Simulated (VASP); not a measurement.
# AlAs (F-43m) in VASP: single point with PBE

Aim: the single point of AlAs with PBE.

Everything below comes from runs of VASP 6.6.1. Logs are shortened: lines on timing, memory, paths and dates and some standing lists are left out, and cuts for length are marked.

### Step 1. The cell of the first run

The structure is cubic, space group F-43m (No. 216). Conventional cell: a = 5.661 Å, b = 5.661 Å, c = 5.661 Å, α = 90.00°, β = 90.00°, γ = 90.00°. Al (site symmetry -43m) has 4 As at 2.45 Å within 3.2 Å. Within 3.2 Å of As (site symmetry -43m) lie 4 Al at 2.45 Å.

### Step 2. Single point, PBE

INCAR

```
PREC = Accurate
ENCUT = 500
EDIFF = 1E-6
ISMEAR = -1
SIGMA = 0.1
LREAL = False
LASPH = True
NELM = 120
ALGO = Normal
ISIF = 2
LWAVE = False
LCHARG = False
GGA = PE
NBANDS = 11
GGA_COMPAT = False
```

KPOINTS

```
Automatic mesh
0
Gamma
  6 6 6
```

POSCAR

```
AlAs
1.0
    0.0000000000      2.8304000000      2.8304000000
    2.8304000000      0.0000000000      2.8304000000
    2.8304000000      2.8304000000      0.0000000000
Al As
1 1
Direct
    0.0000000000      0.0000000000      0.0000000000
    0.2500000000      0.2500000000      0.2500000000
```

Potentials or basis: VASP PAW PBE potentials, release 64 (Al, As).

On the command line:

```console
$ cat potpaw_PBE.64/Al/POTCAR potpaw_PBE.64/As/POTCAR > POTCAR
$ mpirun -np 1 vasp_std > vasp.out
```

OUTCAR:

```text
PREC = Accurate
   ENCUT = 500
   EDIFF = 1E-6
   ISMEAR = -1
   LREAL = False
   LASPH = True
   NELM = 120
   ISIF = 2
   GGA = PE

 ion  position               nearest neighbor table
   1  0.000  0.000  0.000-   2 2.45   2 2.45   2 2.45   2 2.45
   2  0.250  0.250  0.250-   1 2.45   1 2.45   1 2.45   1 2.45

  LATTYP: Found a face centered cubic cell.
 ALAT       =     5.6608000000

  Lattice vectors:

 A1 = (   0.0000000000,   2.8304000000,   2.8304000000)
 A2 = (   2.8304000000,   0.0000000000,   2.8304000000)
 A3 = (   2.8304000000,   2.8304000000,   0.0000000000)

Analysis of symmetry for initial positions (statically):
=====================================================================
 Subroutine PRICEL returns:
 Original cell was already a primitive cell.

 Routine SETGRP: Setting up the symmetry group for a
 face centered cubic supercell.

 Subroutine GETGRP returns: Found 24 space group operations
 (whereof 24 operations were pure point group operations)
 out of a pool of 48 trial point group operations.

The static configuration has the point symmetry T_d .

Analysis of symmetry for dynamics (positions and initial velocities):
=====================================================================
 Subroutine PRICEL returns:
 Original cell was already a primitive cell.

 Routine SETGRP: Setting up the symmetry group for a
 face centered cubic supercell.

 Subroutine GETGRP returns: Found 24 space group operations
 (whereof 24 operations were pure point group operations)
 out of a pool of 48 trial point group operations.

The dynamic configuration has the point symmetry T_d .

 Subroutine INISYM returns: Found 24 space group operations
 (whereof 24 operations are pure point group operations),
 and found     1 'primitive' translations

----------------------------------------------------------------------------------------

                                     Primitive cell

  volume of cell :      45.3496

  direct lattice vectors                    reciprocal lattice vectors
     0.000000000  2.830400000  2.830400000    -0.176653477  0.176653477  0.176653477
     2.830400000  0.000000000  2.830400000     0.176653477 -0.176653477  0.176653477
     2.830400000  2.830400000  0.000000000     0.176653477  0.176653477 -0.176653477

  length of vectors
     4.002790067  4.002790067  4.002790067     0.305972797  0.305972797  0.305972797

  position of ions in fractional coordinates (direct lattice)
     0.000000000  0.000000000  0.000000000
     0.250000000  0.250000000  0.250000000

  ion indices of the primitive-cell ions
   primitive index   ion index
                 1           1
                 2           2

----------------------------------------------------------------------------------------

 KPOINTS: Automatic mesh

Automatic generation of k-mesh.
 Grid dimensions read from file:
 generate k-points for:    6    6    6

 Generating k-lattice:

  Cartesian coordinates                     Fractional coordinates (reciprocal lattice)
    -0.029442246  0.029442246  0.029442246     0.166666667  0.000000000  0.000000000
     0.029442246 -0.029442246  0.029442246     0.000000000  0.166666667  0.000000000
     0.029442246  0.029442246 -0.029442246     0.000000000  0.000000000  0.166666667

  Length of vectors
     0.050995466  0.050995466  0.050995466

  Shift w.r.t. Gamma in fractional coordinates (k-lattice)
     0.000000000  0.000000000  0.000000000

 Subroutine IBZKPT returns following result:
 ===========================================

 Found     16 irreducible k-points:

 Following reciprocal coordinates:
            Coordinates               Weight
  0.000000  0.000000  0.000000      1.000000
  0.166667  0.000000  0.000000      8.000000
  0.333333  0.000000  0.000000      8.000000
  0.500000  0.000000  0.000000      4.000000
  0.166667  0.166667  0.000000      6.000000
  0.333333  0.166667  0.000000     24.000000
[... 8 lines left out ...]
 -0.333333  0.333333  0.166667     24.000000
 -0.333333  0.500000  0.166667     12.000000
   k-points           NKPTS =     16   k-points in BZ     NKDIM =     16   number of bands    NBANDS=     11
   number of dos      NEDOS =    301   number of ions     NIONS =      2
   total plane-waves  NPLWV =  27000
   dimension x,y,z NGX =    30 NGY =   30 NGZ =   30
   dimension x,y,z NGXF=    60 NGYF=   60 NGZF=   60
   ions per type =               1   1
   NGX,Y,Z   is equivalent  to a cutoff of  12.46, 12.46, 12.46 a.u.
   NGXF,Y,Z  is equivalent  to a cutoff of  24.92, 24.92, 24.92 a.u.
 SYSTEM =  unknown system
   PREC   = accura    normal or accurate (medium, high low for compatibility)
   ISTART =      0    job   : 0-new  1-cont  2-samecut
   ICHARG =      2    charge: 1-file 2-atom 10-const
   ISPIN  =      1    spin polarized calculation?
   LNONCOLLINEAR =      F non collinear calculations
   LSORBIT =      F    spin-orbit coupling
   LASPH  =      T    aspherical Exc in radial PAW
   ENCUT  =  500.0 eV  36.75 Ry    6.06 a.u.   7.30  7.30  7.30*2*pi/ulx,y,z
   NELM   =    120;   NELMIN=  2; NELMDL= -5     # of ELM steps
   EDIFF  = 0.1E-05   stopping-criterion for ELM
   LREAL  =      F    real-space projection
   EDIFFG = 0.1E-04   stopping-criterion for IOM
   NSW    =      0    number of steps for IOM
   IBRION =     -1    ionic relax: 0-MD 1-quasi-New 2-CG
   NFREE  =      0    steps in history (QN), initial steepest desc. (CG)
   ISIF   =      2    stress and relaxation
   ISYM   =      2    0-nonsym 1-usesym 2-fastsym
   POTIM  = 0.5000    time-step for ionic-motion
   TEBEG  =    0.0;   TEEND  =   0.0 temperature during run
   PSTRESS=    0.0 pullay stress
   NELECT =       8.0000    total number of electrons
   NUPDOWN=      -1.0000    fix difference up-down
   EMIN   =  10.00;   EMAX   =-10.00  energy-range for DOS
   EFERMI =   0.00;   METHOD = LEGACY
   ISMEAR =    -1;   SIGMA  =   0.10  broadening in eV -4-tet -1-fermi 0-gaus
   EFERMI_NEDOS =   21; number of points for ismear=-14 and -15
   IALGO  =     38    algorithm
   IMIX   =      4    mixing-type and parameters
     AMIX     =   0.40;   BMIX     =  1.00
     AMIX_MAG =   1.60;   BMIX_MAG =  1.00
  volume/ion in A,a.u.               =      22.67       153.02
  Fermi-wavevector in a.u.,A,eV,Ry     =   0.918150  1.735052 11.469706  0.843000
  Thomas-Fermi vector in A             =   2.043199
   LORBIT       =      0    0 simple, 1 ext, 2 COOP (PROOUT), +10 PAW based schemes
   GGA     = PE    functional components
   LHFCALC =     F    Hartree Fock is set to
   AEXX    =    0.0000 exact exchange contribution
   IVDW    =     0    specifies the selected vdW correction
   LEPSILON=     F    determine dielectric tensor
   LRPA    =     F    only Hartree local field effects (RPA)
 non-spin polarized calculation
  energy-cutoff  :      500.00
  volume of cell :       45.35
 maximum number of plane-waves:      1167
 NGX is ok and might be reduce to    30
   NGX = 15   NGY = 15   NGZ = 15

 number of electron       8.0000000 magnetization

 Free energy of the ion-electron system (eV)
  ---------------------------------------------------
  ext. energy  EPLUGINS =         0.00000000
  ---------------------------------------------------
  free energy    TOTEN  =        -9.36290218 eV

  energy without entropy =       -9.36285506  energy(sigma->0) =       -9.36287862

 E-fermi :   4.6304     XC(G=0):  -9.0390

 val. band max:        3.8946584027   @ k =   0.0000   0.0000   0.0000
 cond. band min:       5.3260343481   @ k =   0.5000   0.5000   0.0000
 fundamental gap:      1.4313759453
 Fermi energy:         4.6304393193

 k-point     1 :       0.0000    0.0000    0.0000
  band No.  band energies     occupation
      1      -7.9702      2.00000
      2       3.8947      1.99873
      3       3.8947      1.99873
      4       3.8947      1.99873
      5       5.9548      0.00000
      6       8.1781      0.00000
      7       8.1781      0.00000
      8       8.1781      0.00000
      9      12.7632      0.00000
     10      12.9027      0.00000
     11      12.9027      0.00000

 k-point     2 :       0.1667    0.0000    0.0000
  band No.  band energies     occupation
      1      -7.7017      2.00000
      2       1.7982      2.00000
      3       3.6312      1.99991
      4       3.6312      1.99991
      5       6.7210      0.00000
      6       8.6148      0.00000
      7       8.6148      0.00000
      8       9.0896      0.00000
      9      12.1220      0.00000
     10      12.1220      0.00000
     11      13.6344      0.00000

 k-point     3 :       0.3333    0.0000    0.0000
  band No.  band energies     occupation
      1      -7.0220      2.00000
      2      -0.5994      2.00000
      3       3.2304      2.00000
      4       3.2304      2.00000
      5       6.2625      0.00000
      6       8.7529      0.00000
      7       8.7529      0.00000
      8      11.3966      0.00000
      9      12.9344      0.00000
     10      12.9344      0.00000
     11      13.2621      0.00000

 k-point     4 :       0.5000    0.0000    0.0000
  band No.  band energies     occupation
      1      -6.5481      2.00000
      2      -1.6797      2.00000
      3       3.0686      2.00000
      4       3.0686      2.00000
      5       6.0358      0.00000
      6       8.5710      0.00000
      7       8.5710      0.00000
      8      11.6431      0.00000
      9      15.0899      0.00000
     10      15.4523      0.00000
     11      15.4523      0.00000

 k-point     5 :       0.1667    0.1667    0.0000
  band No.  band energies     occupation
      1      -7.6110      2.00000
      2       1.8911      2.00000
      3       3.1100      2.00000
      4       3.1100      2.00000
      5       7.1761      0.00000
      6       7.8343      0.00000
      7       9.5094      0.00000
      8       9.5094      0.00000
      9      10.8224      0.00000
     10      13.3899      0.00000
     11      14.5572      0.00000
[... 99 lines left out ...]
 k-point    13 :       0.5000    0.5000    0.0000
  band No.  band energies     occupation
      1      -5.9966      2.00000
      2      -1.5401      2.00000
      3       1.7192      2.00000
      4       1.7192      2.00000
      5       5.3260      0.00190
      6       6.1844      0.00000
      7      14.2281      0.00000
      8      14.2281      0.00000
      9      15.6705      0.00000
     10      16.4506      0.00000
     11      16.4506      0.00000

 k-point    14 :       0.5000    0.3333    0.1667
  band No.  band energies     occupation
      1      -6.4952      2.00000
      2      -0.7465      2.00000
      3       1.1719      2.00000
      4       2.2456      2.00000
      5       7.5605      0.00000
      6       8.4430      0.00000
      7       9.0474      0.00000
      8      11.8157      0.00000
      9      13.1616      0.00000
     10      14.5938      0.00000
     11      16.9066      0.00000

 k-point    15 :      -0.3333    0.3333    0.1667
  band No.  band energies     occupation
      1      -6.1339      2.00000
      2      -1.2323      2.00000
      3       0.7200      2.00000
      4       1.8657      2.00000
      5       7.8258      0.00000
      6       8.4801      0.00000
      7      10.6044      0.00000
      8      11.3010      0.00000
      9      12.2436      0.00000
     10      15.3794      0.00000
     11      16.6682      0.00000

 k-point    16 :      -0.3333    0.5000    0.1667
  band No.  band energies     occupation
      1      -5.9726      2.00000
      2      -1.3028      2.00000
      3       0.9569      2.00000
      4       1.2032      2.00000
      5       7.0633      0.00000
      6       8.0064      0.00000
      7      11.0180      0.00000
      8      11.7181      0.00000
      9      14.4878      0.00000
     10      16.1880      0.00000
     11      16.4651      0.00000

------------------------ aborting loop because EDIFF is reached ----------------------------------------

  FORCE on cell =-STRESS in cart. coord.  units (eV):
  Direction    XX          YY          ZZ          XY          YZ          ZX
  --------------------------------------------------------------------------------------
  -------------------------------------------------------------------------------------
  Total        0.7895689      0.7895689      0.7895689     -0.0000000     -0.0000000      0.0000000
  in kB       27.8950529     27.8950529     27.8950529     -0.0000000     -0.0000000      0.0000000
  external PRESSURE =      27.8950529 kB  Pullay stress =       0.0000000 kB

 VOLUME and BASIS-vectors are now :
 -----------------------------------------------------------------------------
  energy-cutoff  :      500.00
  volume of cell :       45.35
      direct lattice vectors                 reciprocal lattice vectors
     0.000000000  2.830400000  2.830400000    -0.176653477  0.176653477  0.176653477
     2.830400000  0.000000000  2.830400000     0.176653477 -0.176653477  0.176653477
     2.830400000  2.830400000  0.000000000     0.176653477  0.176653477 -0.176653477

 POSITION                                       TOTAL-FORCE (eV/Angst)
 -----------------------------------------------------------------------------------
      0.00000      0.00000      0.00000        -0.000000     -0.000000     -0.000000
      1.41520      1.41520      1.41520         0.000000      0.000000      0.000000
 -----------------------------------------------------------------------------------
    total drift:                               -0.000000     -0.000000     -0.000000

  FREE ENERGIE OF THE ION-ELECTRON SYSTEM (eV)
  ---------------------------------------------------
  free  energy   TOTEN  =        -9.3629021836 eV

  energy  without entropy=       -9.3628550617  energy(sigma->0) =       -9.36287862
```

Wall time 15 s (1 thread of Intel Xeon Platinum 8259CL at 2.50GHz (Skylake/Cascade Lake), shared host); peak memory 0.16 GiB.

Results:

```yaml
Free_energy: -9.3629 eV
Pressure: 2.8 GPa
Band_gap_on_the_k_mesh: 1.43 eV, indirect (least direct gap 2.06 eV)
```
